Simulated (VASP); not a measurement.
A run of VASP 6.6.1 is set up as follows.

The input INCAR:

```
PREC = Accurate ; ENCUT = 520
EDIFF = 1E-7 ; ISMEAR = 0
SIGMA = 0.02 ; LREAL = F
LASPH = T ; NELM = 100
ALGO = Normal ; ISIF = 2
LWAVE = F ; LCHARG = T
GGA = PS ; LELF = T
LVHAR = T ; NBANDS = 27
```

The input KPOINTS:

```
regular mesh
0
Gamma
  8 8 8
```

The input POSCAR:

```
KTaO3
1.0
    4.1051803310      0.0000000000      0.0000000000
    0.0000000000      4.1051803310      0.0000000000
    0.0000000000      0.0000000000      3.9472889857
K Ta O
1 1 3
Direct
    0.5000000000      0.5000000000      0.5000000000
    0.0000000000      0.0000000000      0.0000000000
    0.0000000000      0.5000000000      0.0000000000
    0.0000000000      0.0000000000      0.5000000000
    0.5000000000      0.0000000000      0.0000000000
```

Potentials or basis: VASP PAW PBE potentials, release 64 (K_sv, Ta_pv, O).

Launch:

```bash
$ cat potpaw_PBE.64/K_sv/POTCAR potpaw_PBE.64/Ta_pv/POTCAR potpaw_PBE.64/O/POTCAR > POTCAR
$ mpirun -np 1 vasp_std > vasp.out
```

Q: What does it give for the pressure?

A: -7.9 GPa.

Q: Predict the band gap on the k mesh.

A: 1.91 eV (least direct gap 2.55 eV).

Stress tensor (GPa, compression positive):
```
-12.23   0.00   0.00
  0.00 -12.23   0.00
  0.00   0.00   0.75
```

Caveat: the cell stands under tension; the PAW data sets were made with another functional, which shifts forces and pressure a little; spin-orbit coupling is left out, which moves the levels of the heavy elements. A k mesh can miss the band edges.
